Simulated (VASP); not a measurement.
Input of a VASP 6.6.1 run:

File INCAR:

```
SYSTEM = Cs3SI
  ALGO = Normal
  EDIFF = 1E-7
  ENCUT = 520
  GGA = PE
  ISIF = 2
  ISMEAR = 0
  LASPH = .TRUE.
  LCHARG = .FALSE.
  LREAL = .FALSE.
  LWAVE = .FALSE.
  NBANDS = 28
  NELM = 100
  PREC = Accurate
  SIGMA = 0.1
```

File KPOINTS:

```
k-points
0
G
  4 4 4
  0 0 0
```

POSCAR

```
Cs3SI
1.0
    6.6143927410      0.0000000000      0.0000000000
    0.0000000000      6.6143927410      0.0000000000
    0.0000000000      0.0000000000      6.6143927410
Cs S I
3 1 1
Direct
    0.0000000000      0.5000000000      0.5000000000
    0.5000000000      0.0000000000      0.5000000000
    0.5000000000      0.5000000000      0.0000000000
    0.5000000000      0.5000000000      0.5000000000
    0.0000000000      0.0000000000      0.0000000000
```

Potentials or basis: VASP PAW PBE potentials, release 64 (Cs_sv, S, I).

The run is started by

```console
$ cat potpaw_PBE.64/Cs_sv/POTCAR potpaw_PBE.64/S/POTCAR potpaw_PBE.64/I/POTCAR > POTCAR
$ mpirun -np 1 vasp_std > vasp.out
```

Predict the band gap on the k mesh.

1.05 eV.

What does it give for the pressure?

0.4 GPa.

Caveat: spin-orbit coupling is left out, which moves the levels of the heavy elements. A k mesh can miss the band edges.
